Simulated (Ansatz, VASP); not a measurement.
## One calculation of NaH, two programs

```xyz
2
Lattice="0.0000 2.5377 2.6796 2.5377 0.0000 2.6796 2.5377 2.5377 0.0000" Properties=species:S:1:pos:R:3 pbc="T T T"
Na    0.0000    0.0000    0.0000
H     1.2689    1.2689    1.3398
```

Change from the starting cell: epitaxial_xy strain -2.3%.

Alike in both runs: task single point; functional PBE; k mesh 8 × 8 × 8; occupations fermi-dirac, width 0.02 eV; no spin polarisation.

```csv
,VASP,Ansatz
version,VASP 6.6.1,Ansatz 0.2.0
potentials or method,"VASP PAW PBE potentials, release 64 (Na_pv, H)","plane waves, PAW"
plane-wave cutoff (eV),520,420
valence electrons in the cell,8,10
```

|  | VASP | Ansatz | Ansatz less VASP |
| --- | --- | --- | --- |
| gap on the k mesh at the Fermi level (eV) | 3.57 | 3.57 | +0.002 |
| pressure (GPa) | 0.5 | 0.5 | +0.02 |
| traceless stress, the component that is largest in VASP (GPa) | -0.24 | -0.24 | -0.002 |

With one functional, cell and mesh, what is left measures potentials, basis and numerics. VASP's potentials hold 8 valence electrons a cell and Ansatz's 10, so a difference there can come from the potentials and not from the codes.
